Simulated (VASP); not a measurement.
# TiH2 (I4/mmm) in VASP: a series of runs

TiH2 is run at these levels: PBEsol; tasks: relaxation of shape and atoms at fixed volume.

Program: VASP 6.6.1. These are calculated values, not measurements. Logs are shortened: lines on timing, memory, paths and dates and some standing lists are left out, and cuts for length are marked.

### 1 The cell of the first run

Symmetry: I4/mmm, No. 139, tetragonal system. Conventional cell: a = 3.208 Å, b = 3.208 Å, c = 4.180 Å, α = 90.00°, β = 90.00°, γ = 90.00°. Within 2.5 Å of Ti (site symmetry 4/mmm) lie 8 H at 1.91 Å. Within 2.5 Å of H (site symmetry -4m2) lie 4 Ti at 1.91 Å and 6 H at 2.09 to 2.27 Å.

### 2 Relaxation of shape and atoms at fixed volume, PBEsol (7.17 Å³/atom)

INCAR reads:

```
SYSTEM = TiH2
  PREC = Accurate
  ENCUT = 600
  EDIFF = 1E-6
  ISMEAR = 0
  SIGMA = 0.1
  LREAL = .False.
  LASPH = .True.
  NELM = 100
  ALGO = Normal
  ISIF = 4
  LWAVE = .False.
  LCHARG = .False.
  GGA = PS
  IBRION = 2
  NSW = 50
  EDIFFG = -0.01
```

KPOINTS reads:

```
regular mesh
0
Gamma
  18 18 18
  0 0 0
```

POSCAR reads:

```
TiH2
1.0
   -1.6037816210      1.6037816210      2.0902156366
    1.6037816210     -1.6037816210      2.0902156366
    1.6037816210      1.6037816210     -2.0902156366
Ti H
1 2
Direct
    0.0000000000      0.0000000000      0.0000000000
    0.7500000000      0.2500000000      0.5000000000
    0.2500000000      0.7500000000      0.5000000000
```

Potentials or basis: VASP PAW PBE potentials, release 64 (Ti_sv, H).

Run with:

```
$ cat potpaw_PBE.64/Ti_sv/POTCAR potpaw_PBE.64/H/POTCAR > POTCAR
$ mpirun -np 1 vasp_std > vasp.out
```

OUTCAR:

```text
SYSTEM = TiH2
   PREC = Accurate
   ENCUT = 600
   EDIFF = 1E-6
   ISMEAR = 0
   LREAL = .False.
   LASPH = .True.
   NELM = 100
   ISIF = 4
   GGA = PS
   IBRION = 2
   NSW = 50
   EDIFFG = -0.01

 ion  position               nearest neighbor table
   1  0.000  0.000  0.000-
   2  0.750  0.250  0.500-
   3  0.250  0.750  0.500-

  LATTYP: Found a body centered tetragonal cell.
 ALAT       =     3.2075632420
 C/A-ratio  =     1.3033043958

  Lattice vectors:

 A1 = (  -1.6037816210,   1.6037816210,   2.0902156366)
 A2 = (   1.6037816210,  -1.6037816210,   2.0902156366)
 A3 = (   1.6037816210,   1.6037816210,  -2.0902156366)

Analysis of symmetry for initial positions (statically):
=====================================================================
 Subroutine PRICEL returns:
 Original cell was already a primitive cell.

 Routine SETGRP: Setting up the symmetry group for a
 body centered tetragonal supercell.

 Subroutine GETGRP returns: Found 16 space group operations
 (whereof 16 operations were pure point group operations)
 out of a pool of 16 trial point group operations.

The static configuration has the point symmetry D_4h.

Analysis of symmetry for dynamics (positions and initial velocities):
=====================================================================
 Subroutine PRICEL returns:
 Original cell was already a primitive cell.

 Routine SETGRP: Setting up the symmetry group for a
 body centered tetragonal supercell.

 Subroutine GETGRP returns: Found 16 space group operations
 (whereof 16 operations were pure point group operations)
 out of a pool of 16 trial point group operations.

The dynamic configuration has the point symmetry D_4h.

 Subroutine INISYM returns: Found 16 space group operations
 (whereof 16 operations are pure point group operations),
 and found     1 'primitive' translations

----------------------------------------------------------------------------------------

                                     Primitive cell

  volume of cell :      21.5051

  direct lattice vectors                    reciprocal lattice vectors
    -1.603781621  1.603781621  2.090215637     0.000000000  0.311763144  0.239209769
     1.603781621 -1.603781621  2.090215637     0.311763144  0.000000000  0.239209769
[... 99 lines left out ...]
   NUPDOWN=      -1.0000    fix difference up-down
   EMIN   =  10.00;   EMAX   =-10.00  energy-range for DOS
   EFERMI =   0.00;   METHOD = LEGACY
   ISMEAR =     0;   SIGMA  =   0.10  broadening in eV -4-tet -1-fermi 0-gaus
   EFERMI_NEDOS =   21; number of points for ismear=-14 and -15
   IALGO  =     38    algorithm
   IMIX   =      4    mixing-type and parameters
     AMIX     =   0.40;   BMIX     =  1.00
     AMIX_MAG =   1.60;   BMIX_MAG =  1.00
  volume/ion in A,a.u.               =       7.17        48.37
  Fermi-wavevector in a.u.,A,eV,Ry     =   1.418852  2.681241 27.390433  2.013140
  Thomas-Fermi vector in A             =   2.539934
   LORBIT       =      0    0 simple, 1 ext, 2 COOP (PROOUT), +10 PAW based schemes
   GGA     = PS    functional components
   LHFCALC =     F    Hartree Fock is set to
   AEXX    =    0.0000 exact exchange contribution
   IVDW    =     0    specifies the selected vdW correction
   LEPSILON=     F    determine dielectric tensor
   LRPA    =     F    only Hartree local field effects (RPA)
 conjugate gradient relaxation of ions
 non-spin polarized calculation
 Gauss-broadening in eV      SIGMA  =   0.10
  energy-cutoff  :      600.00
  volume of cell :       21.51
 maximum number of plane-waves:       752
 NGX is ok and might be reduce to    28
   NGX = 13   NGY = 13   NGZ = 13

--------------------------------------- Ionic step        1  -------------------------------------------

 number of electron      13.9999998 magnetization

 Free energy of the ion-electron system (eV)
  ---------------------------------------------------
  ext. energy  EPLUGINS =         0.00000000
  ---------------------------------------------------
  free energy    TOTEN  =       -16.63764605 eV

  energy without entropy =      -16.63232449  energy(sigma->0) =      -16.63498527

------------------------ aborting loop because EDIFF is reached ----------------------------------------

  FORCE on cell =-STRESS in cart. coord.  units (eV):
  Direction    XX          YY          ZZ          XY          YZ          ZX
  --------------------------------------------------------------------------------------
  -------------------------------------------------------------------------------------
  Total       -0.5770740     -0.5770740     -0.5148679      0.0000000     -0.0000000      0.0000000
  in kB      -42.9932745    -42.9932745    -38.3587836      0.0000000     -0.0000000      0.0000000
  external PRESSURE =     -41.4484442 kB  Pullay stress =       0.0000000 kB
[... 61 lines left out ...]
--------------------------------------- Ionic step        3  -------------------------------------------

 number of electron      13.9999998 magnetization

 Free energy of the ion-electron system (eV)
  ---------------------------------------------------
  ext. energy  EPLUGINS =         0.00000000
  ---------------------------------------------------
  free energy    TOTEN  =       -16.63777077 eV

  energy without entropy =      -16.63225197  energy(sigma->0) =      -16.63501137

 E-fermi :   7.7113     XC(G=0): -11.7479

 val. band max:        7.7084251251   @ k =  -0.1111  -0.2778   0.1111
 cond. band min:       7.7147897008   @ k =  -0.1111   0.2222   0.1111
 fundamental gap:      0.0063645757
 Fermi energy:         7.7112893252

 k-point     1 :       0.0000    0.0000    0.0000
  band No.  band energies     occupation
      1     -49.2704      2.00000
      2     -25.4504      2.00000
      3     -25.4504      2.00000
      4     -25.4248      2.00000
      5      -2.8221      2.00000
      6       7.3331      2.00000
      7       7.3331      2.00000
      8       7.7007      1.11894
      9       8.4864      0.00000
     10       8.9355      0.00000
     11       9.4738      0.00000
[... 309 lines left out ...]
 k-point    24 :      -0.2222    0.0556    0.0000
  band No.  band energies     occupation
      1     -49.2479      2.00000
      2     -25.5948      2.00000
      3     -25.4769      2.00000
      4     -25.4505      2.00000
      5      -1.8016      2.00000
      6       4.5447      2.00000
      7       7.5984      1.88967
      8       7.9354      0.00153
      9       8.8002      0.00000
     10       9.3852      0.00000
     11      11.9246      0.00000

 [... further k-points ...]
[... 5 lines left out ...]
  --------------------------------------------------------------------------------------
  -------------------------------------------------------------------------------------
  Total       -0.5608520     -0.5608520     -0.5282902      0.0000000      0.0000000      0.0000000
  in kB      -41.7846989    -41.7846989    -39.3587769      0.0000000      0.0000000      0.0000000
  external PRESSURE =     -40.9760582 kB  Pullay stress =       0.0000000 kB
[... 18 lines left out ...]
  FREE ENERGIE OF THE ION-ELECTRON SYSTEM (eV)
  ---------------------------------------------------
  free  energy   TOTEN  =       -16.6377707737 eV

  energy  without entropy=      -16.6322519680  energy(sigma->0) =      -16.63501137

 reached required accuracy - stopping structural energy minimisation
```

OSZICAR:

```text
N       E                     dE             d eps       ncg     rms          rms(c)
DAV:   1     0.983647913472E+02    0.98365E+02   -0.82306E+03 10560   0.163E+03
DAV:   2    -0.133131952331E+02   -0.11168E+03   -0.10889E+03 10737   0.367E+02
DAV:   3    -0.189740855680E+02   -0.56609E+01   -0.55660E+01 15484   0.849E+01
DAV:   4    -0.191590561249E+02   -0.18497E+00   -0.18441E+00 13368   0.128E+01
[... 17 lines left out ...]
DAV:   1    -0.166381359847E+02   -0.45072E-03   -0.24535E-02 11450   0.253E+00    0.152E-01
DAV:   2    -0.166378740512E+02    0.26193E-03   -0.82790E-04 10808   0.389E-01    0.763E-02
DAV:   3    -0.166377713035E+02    0.10275E-03   -0.14082E-04 13589   0.207E-01    0.675E-03
DAV:   4    -0.166377711432E+02    0.16031E-06   -0.15450E-05 11049   0.581E-02    0.335E-03
DAV:   5    -0.166377707737E+02    0.36949E-06   -0.36626E-07  6231   0.132E-02
   3 F= -.16637771E+02 E0= -.16635011E+02  d E =-.124723E-03
```

CONTCAR:

```text
TiH2
   1.00000000000000
    -1.6016453883475501    1.6016453883475501    2.0957951046903958
     1.6016453883475501   -1.6016453883475501    2.0957951046903958
     1.6016453883475501    1.6016453883475501   -2.0957951046903958
  Ti              H
     1     2
Direct
     0.0000000000000000    0.0000000000000000    0.0000000000000000
     0.7500000000000000    0.2500000000000000    0.5000000000000000
     0.2500000000000000    0.7500000000000000    0.5000000000000000

  0.00000000E+00  0.00000000E+00  0.00000000E+00
  0.00000000E+00  0.00000000E+00  0.00000000E+00
  0.00000000E+00  0.00000000E+00  0.00000000E+00
```

Run time: 5.1 min. Hardware: 1 thread of Intel Xeon 8259CL, shared host; peak memory 0.3 GiB.

What came out:

- Free energy: -16.6378 eV
- Energy gained by relaxing: 0.0 meV/atom
- Ionic steps: 3
- Pressure after relaxing: -4.1 GPa
- Band gap on the k mesh: zero (bands 7 and 8 overlap by 0.68 eV)

Stress tensor (GPa, compression positive):
```
-4.18  0.00  0.00
 0.00 -4.18  0.00
 0.00  0.00 -3.94
```

Step by step:
| step | energy change (eV) | largest force (eV/Å) | pressure (GPa) | volume (Å³) |
| --- | --- | --- | --- | --- |
| 1 | 0.0000 | 0.0000 | -4.14 | 21.51 |
| 2 | 0.0000 | 0.0000 | -4.13 | 21.51 |
| 3 | -0.0001 | 0.0000 | -4.10 | 21.51 |

Final structure:
```cif
data_structure
_symmetry_space_group_name_H-M 'P 1'
_symmetry_Int_Tables_number 1
_cell_length_a 3.0859
_cell_length_b 3.0859
_cell_length_c 3.0859
_cell_angle_alpha 117.467
_cell_angle_beta 117.467
_cell_angle_gamma 94.446
_cell_volume 21.51
loop_
_atom_site_label
_atom_site_type_symbol
_atom_site_fract_x
_atom_site_fract_y
_atom_site_fract_z
_atom_site_occupancy
Ti1 Ti 0.00000 0.00000 0.00000 1
H1 H 0.75000 0.25000 0.50000 1
H2 H 0.25000 0.75000 0.50000 1
```

Caveat: the PAW data sets were made with another functional, which shifts forces and pressure a little.

(Continued in part 2 of 2.)
